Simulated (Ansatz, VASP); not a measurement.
# BN in VASP and in Ansatz

```
B N
1.0
     2.54395    0.00000    0.00000
    -1.27197    2.20313    0.00000
     0.00000    0.00000    4.08158
B N
2 2
Cartesian
  0.0000 1.4688 -0.0004
  1.2720 0.7344 2.0404
  0.0000 1.4688 1.5310
  1.2720 0.7344 3.5718
```

Change from the starting cell: uniaxial_z strain -3.0%.

Alike in both runs: task single point; functional r2SCAN; k mesh 12 × 12 × 6; no spin polarisation.

|  | VASP | Ansatz |
| --- | --- | --- |
| version | VASP 6.6.1 | Ansatz 0.2.0 |
| potentials or method | VASP PAW PBE potentials, release 64 (B, N) | plane waves, PAW |
| plane-wave cutoff (eV) | 520 | 500 |
| occupations | gaussian, width 0.01 eV | fixed |
| valence electrons in the cell | 16 | 16 |

|  | VASP | Ansatz | Ansatz less VASP |
| --- | --- | --- | --- |
| gap on the k mesh at the Fermi level (eV) | 5.83 | 5.86 | +0.037 |
| pressure (GPa) | 14.5 | 13.2 | -1.25 |
| traceless stress, the component that is largest in VASP (GPa) | 22.42 | 22.30 | -0.125 |

VASP's potentials were made for PBE, not for r2SCAN.
